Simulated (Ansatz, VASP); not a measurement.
Given: the input of a run of Ansatz 0.2.0 on TaN.

input.yaml

```yaml
crystal:
  lattice:
    - [5.19600015, 0.0, 0.0]
    - [-2.59800008, 4.49986813, 0.0]
    - [0.0, 0.0, 2.9109996]
  atoms:
    - { symbol: Ta, position: [0.337874, 0.65988, 0.500854] }
    - { symbol: Ta, position: [0.657536, 0.333115, 0.495042] }
    - { symbol: Ta, position: [0.013347, 0.007938, -0.006967] }
    - { symbol: "N", position: [0.398763, 0.000579, 0.017297] }
    - { symbol: "N", position: [0.610783, 0.61349, -0.023982] }
    - { symbol: "N", position: [0.010638, 0.395648, 0.001681] }
hamiltonian:
  xc: pbe
  pseudopotentials: { kind: paw }
kpoints:
  mp_grid: { grid: [6, 6, 9] }
scf:
  occupations: { method: fermi_dirac, width: 0.05 }
output:
  forces: true
  stress: true
  eigenvalues: true
```

Potentials or basis: Ansatz PAW.

Run with:

```console
$ ansatz run input.yaml --threads 1 --pin off --max-ram 3584MiB --backend cpu --events-out ev --progress --plain --runs-dir out
```

Problem. Set up the same calculation for VASP 6.6.1. Potentials there: VASP PAW PBE potentials, release 64 (Ta_pv, N).

Solution. As run (the cutoff follows the program's own potentials):

File INCAR:

```
SYSTEM = TaN
ALGO = Normal
EDIFF = 1E-7
ENCUT = 520
GGA = PE
ISIF = 2
ISMEAR = -1
LASPH = .True.
LCHARG = .True.
LELF = .True.
LREAL = .False.
LVHAR = .True.
LWAVE = .False.
NBANDS = 33
NELM = 100
PREC = Accurate
SIGMA = 0.05
```

KPOINTS

```
k-points
0
Gamma
  6 6 9
  0 0 0
```

Contents of POSCAR:

```
TaN
1.0
    5.1960001500      0.0000000000      0.0000000000
   -2.5980000800      4.4998681300      0.0000000000
    0.0000000000      0.0000000000      2.9109996000
Ta N
3 3
Direct
    0.3378740000      0.6598800000      0.5008540000
    0.6575360000      0.3331150000      0.4950420000
    0.0133470000      0.0079380000     -0.0069670000
    0.3987630000      0.0005790000      0.0172970000
    0.6107830000      0.6134900000     -0.0239820000
    0.0106380000      0.3956480000      0.0016810000
```

Potentials or basis: VASP PAW PBE potentials, release 64 (Ta_pv, N).

Command:

```console
$ cat potpaw_PBE.64/Ta_pv/POTCAR potpaw_PBE.64/N/POTCAR > POTCAR
$ mpirun -np 1 vasp_std > vasp.out
```

Both were run:

|  | VASP | Ansatz | Ansatz less VASP |
| --- | --- | --- | --- |
| gap on the k mesh at the Fermi level (eV) | none | none | - |
| pressure (GPa) | 7.3 | 6.5 | -0.77 |
| traceless stress, the component that is largest in VASP (GPa) | -1.23 | -1.20 | +0.026 |
| rms of the force components (eV/Å) | 0.806 | 0.800 | -0.0058 |

Atom by atom the forces differ by 0.008 eV/Å (rms over components). A gap of «none» marks a metal or a gap that the smearing closes. VASP's potentials hold 48 valence electrons a cell and Ansatz's 54, so a difference there can come from the potentials and not from the codes.

Neither program's run includes spin-orbit coupling.
